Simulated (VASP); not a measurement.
# Ce (Fm-3m) in VASP: a series of runs

The runs below take Ce through single point, with PBE.

Program: VASP 6.6.1. These are calculated values, not measurements. Logs are shortened: lines on timing, memory, paths and dates and some standing lists are left out, and cuts for length are marked.

## (1) The cell of the first run

It takes space group Fm-3m (No. 225, cubic). Conventional cell: a = 4.755 Å, b = 4.755 Å, c = 4.755 Å, α = 90.00°, β = 90.00°, γ = 90.00°. Ce (site symmetry m-3m) has 12 Ce at 3.36 Å within 4.4 Å.

## (2) Single point, PBE

INCAR reads:

```
ALGO     = Normal         # electronic algorithm
EDIFF    = 1E-6           # SCF threshold, eV
ENCUT    = 500            # plane-wave cutoff, eV
GGA      = PE             # functional
GGA_COMPAT= F            
ISIF     = 2              # what is computed and relaxed
ISMEAR   = 1              # smearing method
LASPH    = T              # aspherical terms in the spheres
LCHARG   = F              # write CHGCAR
LMAXMIX  = 6              # l up to which the mixer works
LREAL    = F              # projectors in reciprocal space
LWAVE    = F              # write WAVECAR
NBANDS   = 12             # bands
NELM     = 200            # most SCF steps
PREC     = Accurate       # precision mode
SIGMA    = 0.1            # smearing width, eV
```

KPOINTS reads:

```
k-points
0
Gamma
  11 11 11
```

POSCAR reads:

```
Ce
1.0
    0.0000000000      2.3774557595      2.3774557595
    2.3774557595      0.0000000000      2.3774557595
    2.3774557595      2.3774557595      0.0000000000
Ce
1
Direct
    0.0000000000      0.0000000000      0.0000000000
```

Potentials or basis: VASP PAW PBE potentials, release 64 (Ce).

Started as:

```
$ cat potpaw_PBE.64/Ce/POTCAR > POTCAR
$ mpirun -np 1 vasp_std > vasp.out
```

OUTCAR:

```text
EDIFF = 1E-6
   ENCUT = 500
   GGA = PE
   ISIF = 2
   ISMEAR = 1
   LASPH = T
   LREAL = F
   NELM = 200
   PREC = Accurate

 ion  position               nearest neighbor table
   1  0.000  0.000  0.000-

  LATTYP: Found a face centered cubic cell.
 ALAT       =     4.7549115190

  Lattice vectors:

 A1 = (   0.0000000000,   2.3774557595,   2.3774557595)
 A2 = (   2.3774557595,   0.0000000000,   2.3774557595)
 A3 = (   2.3774557595,   2.3774557595,   0.0000000000)

Analysis of symmetry for initial positions (statically):
=====================================================================
 Subroutine PRICEL returns:
 Original cell was already a primitive cell.

 Routine SETGRP: Setting up the symmetry group for a
 face centered cubic supercell.

 Subroutine GETGRP returns: Found 48 space group operations
 (whereof 48 operations were pure point group operations)
 out of a pool of 48 trial point group operations.

The static configuration has the point symmetry O_h .

Analysis of symmetry for dynamics (positions and initial velocities):
=====================================================================
 Subroutine PRICEL returns:
 Original cell was already a primitive cell.

 Routine SETGRP: Setting up the symmetry group for a
 face centered cubic supercell.

 Subroutine GETGRP returns: Found 48 space group operations
 (whereof 48 operations were pure point group operations)
 out of a pool of 48 trial point group operations.

The dynamic configuration has the point symmetry O_h .

 Subroutine INISYM returns: Found 48 space group operations
 (whereof 48 operations are pure point group operations),
 and found     1 'primitive' translations

----------------------------------------------------------------------------------------

                                     Primitive cell

  volume of cell :      26.8762

  direct lattice vectors                    reciprocal lattice vectors
     0.000000000  2.377455760  2.377455760    -0.210308856  0.210308856  0.210308856
     2.377455760  0.000000000  2.377455760     0.210308856 -0.210308856  0.210308856
     2.377455760  2.377455760  0.000000000     0.210308856  0.210308856 -0.210308856

  length of vectors
     3.362230179  3.362230179  3.362230179     0.364265623  0.364265623  0.364265623

  position of ions in fractional coordinates (direct lattice)
     0.000000000  0.000000000  0.000000000

  ion indices of the primitive-cell ions
   primitive index   ion index
                 1           1

----------------------------------------------------------------------------------------

 KPOINTS: k-points

Automatic generation of k-mesh.
 Grid dimensions read from file:
 generate k-points for:   11   11   11

 Generating k-lattice:

  Cartesian coordinates                     Fractional coordinates (reciprocal lattice)
    -0.019118987  0.019118987  0.019118987     0.090909091  0.000000000  0.000000000
     0.019118987 -0.019118987  0.019118987     0.000000000  0.090909091  0.000000000
     0.019118987  0.019118987 -0.019118987     0.000000000  0.000000000  0.090909091

  Length of vectors
     0.033115057  0.033115057  0.033115057

  Shift w.r.t. Gamma in fractional coordinates (k-lattice)
     0.000000000  0.000000000  0.000000000

 Subroutine IBZKPT returns following result:
 ===========================================

 Found     56 irreducible k-points:

 Following reciprocal coordinates:
            Coordinates               Weight
  0.000000  0.000000  0.000000      1.000000
  0.090909  0.000000  0.000000      8.000000
  0.181818  0.000000  0.000000      8.000000
  0.272727  0.000000  0.000000      8.000000
  0.363636  0.000000  0.000000      8.000000
  0.454545  0.000000  0.000000      8.000000
[... 16 lines left out ...]
 -0.272727  0.181818  0.000000     24.000000
 -0.181818  0.181818  0.000000     12.000000
 [... further k-points ...]
   k-points           NKPTS =     56   k-points in BZ     NKDIM =     56   number of bands    NBANDS=     12
   number of dos      NEDOS =    301   number of ions     NIONS =      1
   total plane-waves  NPLWV =  21952
   dimension x,y,z NGX =    28 NGY =   28 NGZ =   28
   dimension x,y,z NGXF=    56 NGYF=   56 NGZF=   56
   ions per type =               1
   NGX,Y,Z   is equivalent  to a cutoff of  13.84, 13.84, 13.84 a.u.
   NGXF,Y,Z  is equivalent  to a cutoff of  27.69, 27.69, 27.69 a.u.
 SYSTEM =  unknown system
   PREC   = accura    normal or accurate (medium, high low for compatibility)
   ISTART =      0    job   : 0-new  1-cont  2-samecut
   ICHARG =      2    charge: 1-file 2-atom 10-const
   ISPIN  =      1    spin polarized calculation?
   LNONCOLLINEAR =      F non collinear calculations
   LSORBIT =      F    spin-orbit coupling
   LASPH  =      T    aspherical Exc in radial PAW
   ENCUT  =  500.0 eV  36.75 Ry    6.06 a.u.   6.13  6.13  6.13*2*pi/ulx,y,z
   NELM   =    200;   NELMIN=  2; NELMDL= -5     # of ELM steps
   EDIFF  = 0.1E-05   stopping-criterion for ELM
   LREAL  =      F    real-space projection
   EDIFFG = 0.1E-04   stopping-criterion for IOM
   NSW    =      0    number of steps for IOM
   IBRION =     -1    ionic relax: 0-MD 1-quasi-New 2-CG
   NFREE  =      0    steps in history (QN), initial steepest desc. (CG)
   ISIF   =      2    stress and relaxation
   ISYM   =      2    0-nonsym 1-usesym 2-fastsym
   POTIM  = 0.5000    time-step for ionic-motion
   TEBEG  =    0.0;   TEEND  =   0.0 temperature during run
   PSTRESS=    0.0 pullay stress
   NELECT =      12.0000    total number of electrons
   NUPDOWN=      -1.0000    fix difference up-down
   EMIN   =  10.00;   EMAX   =-10.00  energy-range for DOS
   EFERMI =   0.00;   METHOD = LEGACY
   ISMEAR =     1;   SIGMA  =   0.10  broadening in eV -4-tet -1-fermi 0-gaus
   EFERMI_NEDOS =   21; number of points for ismear=-14 and -15
   IALGO  =     38    algorithm
   IMIX   =      4    mixing-type and parameters
     AMIX     =   0.40;   BMIX     =  1.00
     AMIX_MAG =   1.60;   BMIX_MAG =  1.00
  volume/ion in A,a.u.               =      26.88       181.37
  Fermi-wavevector in a.u.,A,eV,Ry     =   1.251256  2.364531 21.301843  1.565641
  Thomas-Fermi vector in A             =   2.385212
   LORBIT       =      0    0 simple, 1 ext, 2 COOP (PROOUT), +10 PAW based schemes
   GGA     = PE    functional components
   LHFCALC =     F    Hartree Fock is set to
   AEXX    =    0.0000 exact exchange contribution
   IVDW    =     0    specifies the selected vdW correction
   LEPSILON=     F    determine dielectric tensor
   LRPA    =     F    only Hartree local field effects (RPA)
 non-spin polarized calculation
 Methfessel and Paxton  Order N= 1 SIGMA  =   0.10
  energy-cutoff  :      500.00
  volume of cell :       26.88
 maximum number of plane-waves:       701
 NGX is ok and might be reduce to    28
   NGX = 13   NGY = 13   NGZ = 13

 number of electron      12.0000000 magnetization

 Free energy of the ion-electron system (eV)
  ---------------------------------------------------
  ext. energy  EPLUGINS =         0.00000000
  ---------------------------------------------------
  free energy    TOTEN  =        -5.93601459 eV

  energy without entropy =       -5.93899185  energy(sigma->0) =       -5.93700701

 E-fermi :   9.2094     XC(G=0): -11.2157

 val. band max:        9.2024520821   @ k =   0.3636   0.0000   0.0000
 cond. band min:       9.2798813997   @ k =  -0.2727   0.2727   0.0000
 fundamental gap:      0.0774293175
 Fermi energy:         9.2094127496

 k-point     1 :       0.0000    0.0000    0.0000
  band No.  band energies     occupation
      1     -25.5179      2.00000
      2      -6.7491      2.00000
      3      -6.7491      2.00000
      4      -6.7491      2.00000
      5       6.3253      2.00000
      6       9.0252      2.02574
      7       9.5940     -0.00000
      8       9.5940     -0.00000
      9       9.5940     -0.00000
     10      10.3301     -0.00000
     11      10.3301     -0.00000
     12      10.3301     -0.00000

 k-point     2 :       0.0909    0.0000    0.0000
  band No.  band energies     occupation
      1     -25.4803      2.00000
      2      -7.0100      2.00000
      3      -6.7779      2.00000
      4      -6.7779      2.00000
      5       6.6808      2.00000
      6       8.9367      2.00079
      7       9.5630     -0.00001
      8       9.6079     -0.00000
      9       9.6079     -0.00000
     10      10.1552     -0.00000
     11      10.1552     -0.00000
     12      10.3319     -0.00000

 k-point     3 :       0.1818    0.0000    0.0000
  band No.  band energies     occupation
      1     -25.3787      2.00000
      2      -7.6608      2.00000
      3      -6.8542      2.00000
      4      -6.8542      2.00000
      5       7.3945      2.00000
      6       8.9056      2.00015
      7       9.4771     -0.00102
      8       9.6498     -0.00000
      9       9.6498     -0.00000
     10       9.9538     -0.00000
     11       9.9538     -0.00000
     12      10.3366     -0.00000
[... 286 lines left out ...]
 k-point    23 :      -0.2727    0.1818    0.0000
  band No.  band energies     occupation
      1     -25.0743      2.00000
      2      -8.7838      2.00000
      3      -7.6885      2.00000
      4      -7.0356      2.00000
      5       8.4941      2.00000
      6       8.8760      2.00003
      7       9.4275     -0.00853
      8       9.7030     -0.00000
      9       9.7920     -0.00000
     10       9.9698     -0.00000
     11      10.0766     -0.00000
     12      10.2127     -0.00000

 k-point    24 :      -0.1818    0.1818    0.0000
  band No.  band energies     occupation
      1     -25.1951      2.00000
      2      -8.3485      2.00000
      3      -7.4406      2.00000
      4      -6.9164      2.00000
      5       8.6689      2.00000
      6       8.7491      2.00000
      7       9.1616      1.71557
      8       9.7052     -0.00000
      9       9.7715     -0.00000
     10       9.8466     -0.00000
     11      10.0165     -0.00000
     12      10.2378     -0.00000

 [... further k-points ...]
[... 5 lines left out ...]
  --------------------------------------------------------------------------------------
  -------------------------------------------------------------------------------------
  Total       -0.1385366     -0.1385366     -0.1385366      0.0000000     -0.0000000      0.0000000
  in kB       -8.2586243     -8.2586243     -8.2586243      0.0000000     -0.0000000      0.0000000
  external PRESSURE =      -8.2586243 kB  Pullay stress =       0.0000000 kB

 VOLUME and BASIS-vectors are now :
 -----------------------------------------------------------------------------
  energy-cutoff  :      500.00
  volume of cell :       26.88
      direct lattice vectors                 reciprocal lattice vectors
     0.000000000  2.377455760  2.377455760    -0.210308856  0.210308856  0.210308856
     2.377455760  0.000000000  2.377455760     0.210308856 -0.210308856  0.210308856
     2.377455760  2.377455760  0.000000000     0.210308856  0.210308856 -0.210308856

 POSITION                                       TOTAL-FORCE (eV/Angst)
 -----------------------------------------------------------------------------------
      0.00000      0.00000      0.00000         0.000000      0.000000      0.000000
 -----------------------------------------------------------------------------------
    total drift:                                0.000000     -0.000000      0.000000

  FREE ENERGIE OF THE ION-ELECTRON SYSTEM (eV)
  ---------------------------------------------------
  free  energy   TOTEN  =        -5.9360145908 eV

  energy  without entropy=       -5.9389918481  energy(sigma->0) =       -5.93700701
```

Run time: 24 s. Hardware: 1 thread of Intel Xeon Platinum 8375C at 2.90GHz (Ice Lake), shared host; peak memory 0.17 GiB.

What came out:

```yaml
Free_energy: -5.9360 eV
Pressure: -0.8 GPa
Band_gap_on_the_k_mesh: zero (band 6 reaches 9.43 eV, above the bottom of band 7 at 9.10 eV)
```

Caveat: spin-orbit coupling is left out, which moves the levels of the heavy elements. Spin polarisation is off, so any magnetic state and its effect on volume and gap are missing.

## (3) Single point, PBE

INCAR reads:

```
PREC = Accurate
ENCUT = 500
EDIFF = 1E-6
ISMEAR = 1
SIGMA = 0.2
LREAL = False
LASPH = True
NELM = 200
ALGO = Normal
ISIF = 2
LWAVE = False
LCHARG = False
GGA = PE
NBANDS = 12
GGA_COMPAT = False
LMAXMIX = 6
```

KPOINTS reads:

```
Automatic mesh
0
Gamma
  11 11 11
```

POSCAR is that of step 2.

Potentials or basis: VASP PAW PBE potentials, release 64 (Ce).

Started as:

```
$ cat potpaw_PBE.64/Ce/POTCAR > POTCAR
$ mpirun -np 1 vasp_std > vasp.out
```

It took 20 s on 1 thread of Intel Xeon Platinum 8375C at 2.90GHz (Ice Lake), shared host; peak memory 0.17 GiB.

The run converged. Its results:

```
Free energy            : -5.9302 eV
Pressure               : -0.5 GPa
Band gap on the k mesh : zero (band 6 reaches 9.42 eV, above the bottom of band 7 at 9.10 eV)
```

Levels at points of the mesh, in eV from the Fermi level:
| k point | band 4 | band 5 | band 6 | band 7 | band 8 | band 9 |
| --- | --- | --- | --- | --- | --- | --- |
| (0.00, 0.00, 0.00) | -15.98 | -2.90 | -0.21 | 0.36 | 0.36 | 0.36 |

Caveat: spin-orbit coupling is left out, which moves the levels of the heavy elements. Spin polarisation is off, so any magnetic state and its effect on volume and gap are missing.
